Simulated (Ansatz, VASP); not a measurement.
# H in VASP and in Ansatz

```
H
1.0
     1.93230    0.00000    0.00000
    -0.96615    1.67342    0.00000
     0.00000    0.00000    1.90471
H
2
Direct
  0.33333 0.66667 0.25000
  0.66667 0.33333 0.75000
```

Alike in both runs: functional PBE; k mesh 17 × 17 × 9; occupations fermi-dirac, width 0.05 eV; no spin polarisation.

Ansatz relaxed the structure, and its values are those at the end. VASP's run is a single point on that final structure, the one shown.

|  | VASP | Ansatz |
| --- | --- | --- |
| version | VASP 6.6.1 | Ansatz 0.2.0 |
| potentials or method | VASP PAW PBE potentials, release 64 (H) | PAW with Ansatz's default frozen-core files, scalar-relativistic |
| plane-wave cutoff (eV) | 520 | 420 |
| valence electrons in the cell | 2 | 2 |

|  | VASP | Ansatz | Ansatz less VASP |
| --- | --- | --- | --- |
| pressure (GPa) | -0.4 | 0.0 | +0.40 |

The k mesh is coarse, so the values compare programs but aren't converged.
